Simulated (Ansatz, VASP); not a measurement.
**Re in VASP and in Ansatz**

```
Re
1.0
     2.77586    0.00000    0.00000
     0.00000    4.48188    0.00000
     0.00000    0.00000   21.60930
Re
6
Direct
  0.75000 0.75000 0.37021
  0.25000 0.25000 0.40729
  0.25000 0.75000 0.48146
  0.75000 0.25000 0.51854
  0.75000 0.75000 0.59271
  0.25000 0.25000 0.62979
```

Alike in both runs: task single point; functional PBE; k mesh 15 × 9 × 1; occupations fermi-dirac, width 0.08 eV; no spin polarisation.

|  | VASP | Ansatz |
| --- | --- | --- |
| version | VASP 6.6.1 | Ansatz 0.2.0 |
| potentials or method | VASP PAW PBE potentials, release 64 (Re), cutoff 520 eV | all-electron LAPW, scalar-relativistic |

```tsv
	VASP	Ansatz	Ansatz less VASP
rms of the force components (eV/Å)	0.521	0.507	-0.0142
```

Atom by atom the forces differ by 0.018 eV/Å (rms over components). Ansatz ran all-electron here, and VASP with PAW potentials.

Neither program's run includes spin-orbit coupling.
